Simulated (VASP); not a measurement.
Here is a VASP 6.6.1 calculation.

File POSCAR:

```
Pb
1.0
   -1.9796595667      1.9796595667      1.9796595667
    1.9796595667     -1.9796595667      1.9796595667
    1.9796595667      1.9796595667     -1.9796595667
Pb
1
Direct
    0.0000000000      0.0000000000      0.0000000000
```

The input INCAR.step1:

```
  PREC = Accurate
  ENCUT = 600
  ISMEAR = 0
  SIGMA = 0.1
  LREAL = False
  LASPH = True
  NELM = 60
  GGA = PE
  ALGO = Normal
  EDIFF = 1E-4
  LWAVE = True
  LCHARG = False
```

INCAR.step2

```
  PREC = Accurate
  ENCUT = 600
  EDIFF = 1E-7
  ISMEAR = 0
  SIGMA = 0.1
  LREAL = False
  LASPH = True
  NELM = 60
  ALGO = Normal
  ISIF = 3
  LWAVE = False
  LCHARG = False
  METAGGA = R2SCAN
  LMIXTAU = True
  IBRION = 2
  NSW = 100
  EDIFFG = -0.01
  ISTART = 1
```

File KPOINTS:

```
regular mesh
0
Gamma
  20 20 20
```

Potentials or basis: VASP PAW PBE potentials, release 64 (Pb_d).

Run with:

```console
$ cat potpaw_PBE.64/Pb_d/POTCAR > POTCAR
$ cp INCAR.step1 INCAR
$ mpirun -np 1 vasp_std > vasp.out
$ cp INCAR.step2 INCAR
$ mpirun -np 1 vasp_std > vasp.out
```

Question: Estimate the band gap on the k mesh.

Answer: Zero (bands 7 and 8 overlap by 9.80 eV).

Final structure:
```
Pb
1.0
    -1.97966    1.97966    1.97966
     1.97966   -1.97966    1.97966
     1.97966    1.97966   -1.97966
Pb
1
Direct
  0.00000 0.00000 0.00000
```

Caveat: spin-orbit coupling is left out, which moves the levels of the heavy elements.
